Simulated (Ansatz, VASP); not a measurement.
LiCl: VASP beside Ansatz

INCAR

```
PREC     = Accurate       # precision mode
ENCUT    = 520            # plane-wave cutoff, eV
EDIFF    = 1E-6           # SCF threshold, eV
ISMEAR   = 0              # smearing method
SIGMA    = 0.01           # smearing width, eV
LREAL    = F              # projectors in reciprocal space
LASPH    = T              # aspherical terms in the spheres
NELM     = 80             # most SCF steps
ALGO     = Normal         # electronic algorithm
ISIF     = 2              # what is computed and relaxed
LWAVE    = F              # write WAVECAR
LCHARG   = T              # write CHGCAR
GGA      = PE             # functional
LELF     = T              # ELF
LVHAR    = T            
NBANDS   = 18             # bands
```

Contents of KPOINTS:

```
regular mesh
0
Gamma
  6 6 4
```

The input POSCAR:

```
LiCl
1.0
    4.2697222110      0.0000000000      0.0000000000
   -2.1348611055      3.6976879018      0.0000000000
    0.0000000000      0.0000000000      5.3907320621
Li Cl
2 2
Direct
    0.3333333333      0.6666666667      0.2500000000
    0.6666666667      0.3333333333      0.7500000000
    0.6666666667      0.3333333333      0.2500000000
    0.3333333333      0.6666666667      0.7500000000
```

Input for Ansatz:

```yaml
crystal:
  lattice:
    - [4.269722211, 0.0, 0.0]
    - [-2.1348611055, 3.6976879018, 0.0]
    - [0.0, 0.0, 5.3907320621]
  atoms:
    - { symbol: Li, position: [0.3333333333, 0.6666666667, 0.25] }
    - { symbol: Li, position: [0.6666666667, 0.3333333333, 0.75] }
    - { symbol: Cl, position: [0.6666666667, 0.3333333333, 0.25] }
    - { symbol: Cl, position: [0.3333333333, 0.6666666667, 0.75] }
kpoints:
  mp_grid: { grid: [6, 6, 4] }
hamiltonian:
  xc: pbe
scf:
  occupations: { method: fixed }
  n_extra_bands: 5
output:
  forces: true
  stress: true
  eigenvalues: true
```

Alike in both runs: task single point; functional PBE; k mesh 6 × 6 × 4; no spin polarisation.

```csv
,VASP,Ansatz
version,VASP 6.6.1,Ansatz 0.2.0
potentials or method,"VASP PAW PBE potentials, release 64 (Li_sv, Cl)","plane waves, PAW"
plane-wave cutoff (eV),520,420
occupations,"gaussian, width 0.01 eV",fixed
valence electrons in the cell,20,20
```

```csv
,VASP,Ansatz,Ansatz less VASP
gap on the k mesh at the Fermi level (eV),5.41,5.40,-0.007
```

Noted on VASP's run: the cutoff is short for stress, so the pressure is rough.
